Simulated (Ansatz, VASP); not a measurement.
# One calculation of LiF, two programs

```
Li F
1.0
     3.03009    0.00000    0.00000
    -1.51505    2.62414    0.00000
     0.00000    0.00000    4.65902
Li F
2 2
Direct
  0.33333 0.66667 0.36526
  0.66667 0.33333 0.86526
  0.33333 0.66667 0.99102
  0.66667 0.33333 0.49102
```

Alike in both runs: task single point; functional LDA; k mesh 9 × 9 × 6; occupations gaussian, width 0.05 eV; no spin polarisation.

|  | VASP | Ansatz |
| --- | --- | --- |
| version | VASP 6.6.1 | Ansatz 0.2.0 |
| potentials or method | VASP PAW LDA potentials, release 64 (Li_sv, F), cutoff 520 eV | scalar-relativistic, plane waves, PAW |
| valence electrons in the cell | 20 | 20 |

```csv
,VASP,Ansatz,Ansatz less VASP
gap on the k mesh at the Fermi level (eV),7.92,7.93,+0.015
least direct gap on the mesh (eV),7.92,7.93,+0.015
rms of the force components (eV/Å),0.240,0.236,-0.0041
```

LDA's correlation is that of Perdew and Zunger in VASP and of Perdew and Wang (1992) in Ansatz. Atom by atom the forces differ by 0.004 eV/Å (rms over components).

Noted on VASP's run: the cutoff is under 1.25 times that of the potentials, so the pressure is a little rough.
